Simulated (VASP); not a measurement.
Crystal: CsPbCl3.

```
Cs Pb Cl
1.0
     5.74026    0.00000    0.00000
     0.00000    5.74026    0.00000
     0.00000    0.00000    5.74026
Cs Pb Cl
1 1 3
Direct
  0.00000 0.00000 0.00000
  0.50000 0.50000 0.50000
  0.50000 0.50000 0.00000
  0.00000 0.50000 0.50000
  0.50000 0.00000 0.50000
```

```yaml
Program: VASP 6.6.1
Task: relaxation of cell and atoms
Functional: PBEsol
Potentials_or_basis: VASP PAW PBE potentials, release 64 (Cs_sv, Pb_d, Cl)
Cutoff: 600 eV
k_mesh: 4 × 4 × 4
Occupations: fermi-dirac, width 0.02 eV
Spin: no spin polarisation
```

At the start: pressure -1.3 GPa; volume 37.83 Å³/atom.

How do energy, volume and symmetry change on relaxing?

Over 3 steps the energy falls by 9.6 meV/atom and the volume is 35.63 Å³/atom (-5.8 %); space group Pm-3m (No. 221, to 0.1 Å) before and after.

The path:
```
step  energy change (eV)  largest force (eV/Å)  pressure (GPa)  volume (Å³)
   1              0.0000                0.0000           -1.32       189.15
   2             -0.0450                0.0000           -0.36       180.77
   3             -0.0481                0.0000           -0.01       178.17
```

Final structure:
```cif
data_structure
_symmetry_space_group_name_H-M 'P 1'
_symmetry_Int_Tables_number 1
_cell_length_a 5.6270
_cell_length_b 5.6270
_cell_length_c 5.6270
_cell_angle_alpha 90.000
_cell_angle_beta 90.000
_cell_angle_gamma 90.000
_cell_volume 178.17
loop_
_atom_site_label
_atom_site_type_symbol
_atom_site_fract_x
_atom_site_fract_y
_atom_site_fract_z
_atom_site_occupancy
Cs1 Cs 0.00000 0.00000 0.00000 1
Pb1 Pb 0.50000 0.50000 0.50000 1
Cl1 Cl 0.50000 0.50000 0.00000 1
Cl2 Cl 0.00000 0.50000 0.50000 1
Cl3 Cl 0.50000 0.00000 0.50000 1
```

Caveat: the PAW data sets were made with another functional, which shifts forces and pressure a little.
